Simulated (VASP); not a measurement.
# Hf (P6/mmm) in VASP: notebook

The runs below take Hf through relaxation of shape and atoms at fixed volume, with PBE.

Everything below comes from runs of VASP 6.6.1. Logs are shortened: lines on timing, memory, paths and dates and some standing lists are left out, and cuts for length are marked.

## Step 1: The cell of the first run

Symmetry: P6/mmm, No. 191, hexagonal system. The conventional cell has a = 2.378 Å, b = 2.378 Å, c = 2.386 Å, α = 90.00°, β = 90.00°, γ = 120.00°. Hf (site symmetry 6/mmm) has 8 Hf at 2.38 to 2.39 Å within 3.1 Å.

This isn't the form of Hf at room conditions, which is hcp.

## Step 2: Relaxation of shape and atoms at fixed volume, PBE

Input file INCAR:

```
SYSTEM = Hf
  ALGO = Normal
  EDIFF = 1E-6
  EDIFFG = -0.005
  ENCUT = 600
  GGA = PE
  IBRION = 2
  ISIF = 4
  ISMEAR = -1
  LASPH = .TRUE.
  LCHARG = .FALSE.
  LREAL = .FALSE.
  LWAVE = .FALSE.
  NELM = 100
  NSW = 50
  PREC = Accurate
  SIGMA = 0.1
```

Input file KPOINTS:

```
k-points
0
G
  16 16 15
  0 0 0
```

Input file POSCAR:

```
Hf
1.0
    2.3778545950      0.0000000000      0.0000000000
   -1.1889272975      2.0592824858      0.0000000000
    0.0000000000      0.0000000000      2.3856553033
Hf
1
Direct
    0.0000000000      0.0000000000      0.0000000000
```

Potentials or basis: VASP PAW PBE potentials, release 64 (Hf_pv).

Run with:

```bash
> cat potpaw_PBE.64/Hf_pv/POTCAR > POTCAR
> mpirun -np 1 vasp_std > vasp.out
```

OUTCAR:

```text
SYSTEM = Hf
   EDIFF = 1E-6
   EDIFFG = -0.005
   ENCUT = 600
   GGA = PE
   IBRION = 2
   ISIF = 4
   ISMEAR = -1
   LASPH = .TRUE.
   LREAL = .FALSE.
   NELM = 100
   NSW = 50
   PREC = Accurate

 ion  position               nearest neighbor table
   1  0.000  0.000  0.000-

  LATTYP: Found a hexagonal cell.
 ALAT       =     2.3778545950
 C/A-ratio  =     1.0032805657

  Lattice vectors:

 A1 = (   2.3778545950,   0.0000000000,   0.0000000000)
 A2 = (  -1.1889272975,   2.0592824858,   0.0000000000)
 A3 = (   0.0000000000,   0.0000000000,   2.3856553033)

Analysis of symmetry for initial positions (statically):
=====================================================================
 Subroutine PRICEL returns:
 Original cell was already a primitive cell.

 Routine SETGRP: Setting up the symmetry group for a
 hexagonal supercell.

 Subroutine GETGRP returns: Found 24 space group operations
 (whereof 24 operations were pure point group operations)
 out of a pool of 24 trial point group operations.

The static configuration has the point symmetry D_6h.

Analysis of symmetry for dynamics (positions and initial velocities):
=====================================================================
 Subroutine PRICEL returns:
 Original cell was already a primitive cell.

 Routine SETGRP: Setting up the symmetry group for a
 hexagonal supercell.

 Subroutine GETGRP returns: Found 24 space group operations
 (whereof 24 operations were pure point group operations)
 out of a pool of 24 trial point group operations.

The dynamic configuration has the point symmetry D_6h.

 Subroutine INISYM returns: Found 24 space group operations
 (whereof 24 operations are pure point group operations),
 and found     1 'primitive' translations

----------------------------------------------------------------------------------------

                                     Primitive cell

  volume of cell :      11.6818

  direct lattice vectors                    reciprocal lattice vectors
     2.377854595  0.000000000  0.000000000     0.420547161  0.242803017  0.000000000
    -1.188927298  2.059282486  0.000000000     0.000000000  0.485606034  0.000000000
     0.000000000  0.000000000  2.385655303     0.000000000  0.000000000  0.419172040

  length of vectors
     2.377854595  2.377854595  2.385655303     0.485606034  0.485606034  0.419172040

  position of ions in fractional coordinates (direct lattice)
     0.000000000  0.000000000  0.000000000

  ion indices of the primitive-cell ions
   primitive index   ion index
                 1           1

----------------------------------------------------------------------------------------

 KPOINTS: k-points

Automatic generation of k-mesh.
 Grid dimensions read from file:
 generate k-points for:   16   16   15

 Generating k-lattice:

  Cartesian coordinates                     Fractional coordinates (reciprocal lattice)
     0.026284198  0.015175189  0.000000000     0.062500000  0.000000000  0.000000000
     0.000000000  0.030350377  0.000000000     0.000000000  0.062500000  0.000000000
     0.000000000  0.000000000  0.027944803     0.000000000  0.000000000  0.066666667

  Length of vectors
     0.030350377  0.030350377  0.027944803

  Shift w.r.t. Gamma in fractional coordinates (k-lattice)
     0.000000000  0.000000000  0.000000000

 Subroutine IBZKPT returns following result:
 ===========================================

 Found    240 irreducible k-points:

 Following reciprocal coordinates:
            Coordinates               Weight
  0.000000  0.000000  0.000000      1.000000
  0.062500  0.000000  0.000000      6.000000
  0.125000  0.000000  0.000000      6.000000
  0.187500  0.000000  0.000000      6.000000
  0.250000  0.000000  0.000000      6.000000
  0.312500  0.000000  0.000000      6.000000
[... 16 lines left out ...]
  0.187500  0.187500  0.000000      6.000000
  0.250000  0.187500  0.000000     12.000000
 [... further k-points ...]
   k-points           NKPTS =    240   k-points in BZ     NKDIM =    240   number of bands    NBANDS=      9
   number of dos      NEDOS =    301   number of ions     NIONS =      1
   total plane-waves  NPLWV =   8000
   dimension x,y,z NGX =    20 NGY =   20 NGZ =   20
   dimension x,y,z NGXF=    40 NGYF=   40 NGZF=   40
   ions per type =               1
   NGX,Y,Z   is equivalent  to a cutoff of  13.98, 13.98, 13.94 a.u.
   NGXF,Y,Z  is equivalent  to a cutoff of  27.97, 27.97, 27.87 a.u.
 SYSTEM =  Hf
   PREC   = accura    normal or accurate (medium, high low for compatibility)
   ISTART =      0    job   : 0-new  1-cont  2-samecut
   ICHARG =      2    charge: 1-file 2-atom 10-const
   ISPIN  =      1    spin polarized calculation?
   LNONCOLLINEAR =      F non collinear calculations
   LSORBIT =      F    spin-orbit coupling
   LASPH  =      T    aspherical Exc in radial PAW
   ENCUT  =  600.0 eV  44.10 Ry    6.64 a.u.   4.75  4.75  4.76*2*pi/ulx,y,z
   NELM   =    100;   NELMIN=  2; NELMDL= -5     # of ELM steps
   EDIFF  = 0.1E-05   stopping-criterion for ELM
   LREAL  =      F    real-space projection
   EDIFFG = -.5E-02   stopping-criterion for IOM
   NSW    =     50    number of steps for IOM
   IBRION =      2    ionic relax: 0-MD 1-quasi-New 2-CG
   NFREE  =      1    steps in history (QN), initial steepest desc. (CG)
   ISIF   =      4    stress and relaxation
   ISYM   =      2    0-nonsym 1-usesym 2-fastsym
   POTIM  = 0.5000    time-step for ionic-motion
   TEBEG  =    0.0;   TEEND  =   0.0 temperature during run
   PSTRESS=    0.0 pullay stress
   NELECT =      10.0000    total number of electrons
   NUPDOWN=      -1.0000    fix difference up-down
   EMIN   =  10.00;   EMAX   =-10.00  energy-range for DOS
   EFERMI =   0.00;   METHOD = LEGACY
   ISMEAR =    -1;   SIGMA  =   0.10  broadening in eV -4-tet -1-fermi 0-gaus
   EFERMI_NEDOS =   21; number of points for ismear=-14 and -15
   IALGO  =     38    algorithm
   IMIX   =      4    mixing-type and parameters
     AMIX     =   0.40;   BMIX     =  1.00
     AMIX_MAG =   1.60;   BMIX_MAG =  1.00
  volume/ion in A,a.u.               =      11.68        78.83
  Fermi-wavevector in a.u.,A,eV,Ry     =   1.554432  2.937451 32.875217  2.416260
  Thomas-Fermi vector in A             =   2.658519
   LORBIT       =      0    0 simple, 1 ext, 2 COOP (PROOUT), +10 PAW based schemes
   GGA     = PE    functional components
   LHFCALC =     F    Hartree Fock is set to
   AEXX    =    0.0000 exact exchange contribution
   IVDW    =     0    specifies the selected vdW correction
   LEPSILON=     F    determine dielectric tensor
   LRPA    =     F    only Hartree local field effects (RPA)
 conjugate gradient relaxation of ions
 non-spin polarized calculation
  energy-cutoff  :      600.00
  volume of cell :       11.68
 maximum number of plane-waves:       405
 NGX is ok and might be reduce to    20
   NGX =  9   NGY =  9   NGZ =  9

--------------------------------------- Ionic step        1  -------------------------------------------

 number of electron      10.0000000 magnetization

 number of electron       9.9999999 magnetization

 Free energy of the ion-electron system (eV)
  ---------------------------------------------------
  ext. energy  EPLUGINS =         0.00000000
  ---------------------------------------------------
  free energy    TOTEN  =        -4.86006658 eV

  energy without entropy =       -4.84669729  energy(sigma->0) =       -4.85338194

------------------------ aborting loop because EDIFF is reached ----------------------------------------

  FORCE on cell =-STRESS in cart. coord.  units (eV):
  Direction    XX          YY          ZZ          XY          YZ          ZX
  --------------------------------------------------------------------------------------
  -------------------------------------------------------------------------------------
  Total       17.6514474     17.6514474     13.8307927      0.0000000     -0.0000000     -0.0000000
  in kB     2420.9286604   2420.9286605   1896.9187992      0.0000000     -0.0000000     -0.0000000
  external PRESSURE =    2246.2587067 kB  Pullay stress =       0.0000000 kB
[... 90 lines left out ...]
  energy  without entropy=       -4.8980678558  energy(sigma->0) =       -4.90562682

--------------------------------------- Ionic step        4  -------------------------------------------

 number of electron      10.0000002 magnetization

 Free energy of the ion-electron system (eV)
  ---------------------------------------------------
  ext. energy  EPLUGINS =         0.00000000
  ---------------------------------------------------
  free energy    TOTEN  =        -4.91377037 eV

  energy without entropy =       -4.89857110  energy(sigma->0) =       -4.90617074

 E-fermi :  10.1291     XC(G=0): -14.6027

 val. band max:       10.1188192503   @ k =   0.1875   0.1250   0.1333
 cond. band min:      10.1620241456   @ k =   0.3750   0.1250   0.4667
 fundamental gap:      0.0432048954
 Fermi energy:        10.1290802285

 k-point     1 :       0.0000    0.0000    0.0000
  band No.  band energies     occupation
      1     -17.8120      2.00000
      2     -17.3553      2.00000
      3     -17.3553      2.00000
      4       2.2442      2.00000
      5       5.6325      2.00000
      6      11.6062      0.00000
      7      11.6062      0.00000
      8      23.6572      0.00000
      9      24.7149      0.00000
[... 265 lines left out ...]
 k-point    24 :       0.2500    0.1875    0.0000
  band No.  band energies     occupation
      1     -22.2356      2.00000
      2     -19.5795      2.00000
      3     -17.0554      2.00000
      4       7.2391      2.00000
      5       7.9534      2.00000
      6      11.1067      0.00011
      7      15.7046      0.00000
      8      19.9165      0.00000
      9      21.1441      0.00000

 [... further k-points ...]

------------------------ aborting loop because EDIFF is reached ----------------------------------------

  FORCE on cell =-STRESS in cart. coord.  units (eV):
  Direction    XX          YY          ZZ          XY          YZ          ZX
  --------------------------------------------------------------------------------------
  -------------------------------------------------------------------------------------
  Total       16.2654909     16.2654909     16.2642952      0.0000000     -0.0000000      0.0000000
  in kB     2230.8421627   2230.8421628   2230.6781640      0.0000000     -0.0000000      0.0000000
  external PRESSURE =    2230.7874965 kB  Pullay stress =       0.0000000 kB
[... 16 lines left out ...]
  FREE ENERGIE OF THE ION-ELECTRON SYSTEM (eV)
  ---------------------------------------------------
  free  energy   TOTEN  =        -4.9137703735 eV

  energy  without entropy=       -4.8985711026  energy(sigma->0) =       -4.90617074

 reached required accuracy - stopping structural energy minimisation
```

Run time: 77 s. Hardware: 1 thread of Intel Xeon 8259CL, shared host; peak memory 0.16 GiB.

Results:

- Free energy: -4.9138 eV
- Pressure after relaxing: 223.1 GPa
- Band gap on the k mesh: zero (bands 5 and 6 overlap by 3.98 eV)

Final structure:
```cif
data_structure
_symmetry_space_group_name_H-M 'P 1'
_symmetry_Int_Tables_number 1
_cell_length_a 2.4101
_cell_length_b 2.4101
_cell_length_c 2.3222
_cell_angle_alpha 90.000
_cell_angle_beta 90.000
_cell_angle_gamma 120.000
_cell_volume 11.68
loop_
_atom_site_label
_atom_site_type_symbol
_atom_site_fract_x
_atom_site_fract_y
_atom_site_fract_z
_atom_site_occupancy
Hf1 Hf 0.00000 0.00000 0.00000 1
```

Levels at points of the mesh, in eV from the Fermi level:
```csv
k point,band 3,band 4,band 5,band 6,band 7,band 8
"(0.00, 0.00, 0.00)",-27.48,-7.88,-4.50,1.48,1.48,13.53
"(0.50, 0.00, 0.00)",-27.08,-6.38,-1.69,4.07,5.02,11.32
```

Caveat: spin-orbit coupling is left out, which moves the levels of the heavy elements.

## Step 3: Relaxation of shape and atoms at fixed volume, PBE

This run uses another cell than the first one, of 13.55 Å³/atom.

Input file INCAR:

```
SYSTEM = Hf
PREC = Accurate
ENCUT = 600
EDIFF = 1E-7
ISMEAR = -1
SIGMA = 0.1
LREAL = .False.
LASPH = .True.
NELM = 80
ALGO = Normal
ISIF = 4
LWAVE = .False.
LCHARG = .False.
GGA = PE
IBRION = 2
NSW = 50
EDIFFG = -0.005
```

Input file KPOINTS:

```
Automatic mesh
0
Gamma
  16 16 15
  0 0 0
```

Input file POSCAR:

```
Hf
1.0
    2.4984536126      0.0000000000      0.0000000000
   -1.2492268063      2.1637242987      0.0000000000
    0.0000000000      0.0000000000      2.5066499539
Hf
1
Direct
    0.0000000000      0.0000000000      0.0000000000
```

Potentials or basis: VASP PAW PBE potentials, release 64 (Hf_pv).

Run with:

```bash
> cat potpaw_PBE.64/Hf_pv/POTCAR > POTCAR
> mpirun -np 1 vasp_std > vasp.out
```

It took 1.7 min on 1 thread of Intel Xeon 8259CL, shared host; peak memory 0.16 GiB.

The run converged. Its results:

* Free energy: -6.9183 eV
* Energy gained by relaxing: 36.5 meV/atom
* Ionic steps: 4
* Pressure after relaxing: 129.9 GPa
* Band gap on the k mesh: zero (bands 5 and 6 overlap by 2.48 eV)

The path:
```
step  energy change (eV)  largest force (eV/Å)  pressure (GPa)  volume (Å³)
   1              0.0000                0.0000          131.28        13.55
   2              0.2007                0.0000          134.59        13.55
   3             -0.0362                0.0000          129.93        13.55
   4             -0.0365                0.0000          129.86        13.55
```

Final structure:
```xyz
1
Lattice="2.5317 0.0000 0.0000 -1.2658 2.1925 0.0000 0.0000 0.0000 2.4413" Properties=species:S:1:pos:R:3 pbc="T T T"
Hf    0.0000    0.0000    0.0000
```

Levels at points of the mesh, in eV from the Fermi level:
```csv
k point,band 1,band 2,band 3,band 4,band 5,band 6,band 7,band 8,band 9
"(0.00, 0.00, 0.00)",-28.36,-28.03,-28.03,-7.95,-3.61,1.65,1.65,11.71,11.71
"(0.50, 0.00, 0.00)",-32.31,-29.01,-27.78,-5.45,-1.52,3.70,3.90,9.92,12.69
```

Caveat: spin-orbit coupling is left out, which moves the levels of the heavy elements.
